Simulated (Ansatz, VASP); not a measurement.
## HfNiS4: VASP beside Ansatz

File INCAR:

```
SYSTEM = HfNiS4
PREC = Accurate
ENCUT = 520
EDIFF = 1E-7
ISMEAR = 0
SIGMA = 0.1
LREAL = .FALSE.
LASPH = .TRUE.
NELM = 150
ALGO = Normal
ISIF = 2
LWAVE = .FALSE.
LCHARG = .TRUE.
ISPIN = 2
MAGMOM = 0 2 0 0 0 0
LORBIT = 11
LMAXMIX = 4
GGA = PE
LELF = .TRUE.
LVHAR = .TRUE.
NBANDS = 35
```

Contents of KPOINTS:

```
Automatic mesh
0
G
  3 3 4
  0 0 0
```

POSCAR

```
HfNiS4
1.0
    5.7674924300      0.0000000000      0.0000000000
   -2.8837462100      4.9947949600      0.0000000000
    0.0000000000      0.0000000000      4.2185555300
Hf Ni S
1 1 4
Direct
    0.3333333300      0.6666666700      0.0000000000
    0.6666666700      0.3333333300      0.0000000000
    0.0000000000      0.0000000000      0.0000000000
    0.3334793300      0.1667396700      0.5000000000
    0.8332603300      0.1667396700      0.5000000000
    0.8332603300      0.6665206700      0.5000000000
```

Input for Ansatz:

```yaml
crystal:
  lattice:
    - [5.76749243, 0.0, 0.0]
    - [-2.88374621, 4.99479496, 0.0]
    - [0.0, 0.0, 4.21855553]
  atoms:
    - { symbol: Hf, position: [0.33333333, 0.66666667, 0.0] }
    - { symbol: Ni, position: [0.66666667, 0.33333333, 0.0], spin: 2.0 }
    - { symbol: S, position: [0.0, 0.0, 0.0] }
    - { symbol: S, position: [0.33347933, 0.16673967, 0.5] }
    - { symbol: S, position: [0.83326033, 0.16673967, 0.5] }
    - { symbol: S, position: [0.83326033, 0.66652067, 0.5] }
basis:
  ecutwfc: 420
kpoints:
  mp_grid: { grid: [3, 3, 4] }
hamiltonian:
  xc: pbe
scf:
  occupations: { method: gaussian, width: 0.1 }
  lower_state_search: "off"
output:
  forces: true
  stress: true
  eigenvalues: true
  populations: true
magnetization:
  spin_polarized: true
```

Change from the starting cell: species swapped into the GdCo4Si type (P-6m2, No. 187).

Alike in both runs: task single point; functional PBE; k mesh 3 × 3 × 4; occupations gaussian, width 0.1 eV; collinear spin.

```csv
,VASP,Ansatz
version,VASP 6.6.1,Ansatz 0.2.0
potentials or method,"VASP PAW PBE potentials, release 64 (Hf_pv, Ni, S), cutoff 520 eV","scalar-relativistic, plane waves, PAW"
valence electrons in the cell,44,68
```

Ansatz gave:

| Property | Result |
| --- | --- |
| gap on the k mesh at the Fermi level (eV) | none |
| pressure (GPa) | -13.8 |
| traceless stress, the component that is largest in VASP (GPa) | -3.42 |
| rms of the force components (eV/Å) | 0.458 |
| net moment per atom (μB) | 0.08 |
| size of the moment on the site where the two differ most (μB) | 0.31 |

Problem. What did VASP give for the same quantities?

Solution. gap on the k mesh at the Fermi level (eV): none; pressure (GPa): -13.8; traceless stress, the component that is largest in VASP (GPa): -3.35; rms of the force components (eV/Å): 0.457; net moment per atom (μB): 0.08; size of the moment on the site where the two differ most (μB): 0.29.

Site moments also hang on the region over which each program counts them. Atom by atom the forces differ by 0.001 eV/Å (rms over components). A gap of «none» marks a metal or a gap that the smearing closes. VASP's potentials hold 44 valence electrons a cell and Ansatz's 68, so a difference there can come from the potentials and not from the codes.

The k mesh is coarse, so the values compare programs but aren't converged. Neither program's run includes spin-orbit coupling.
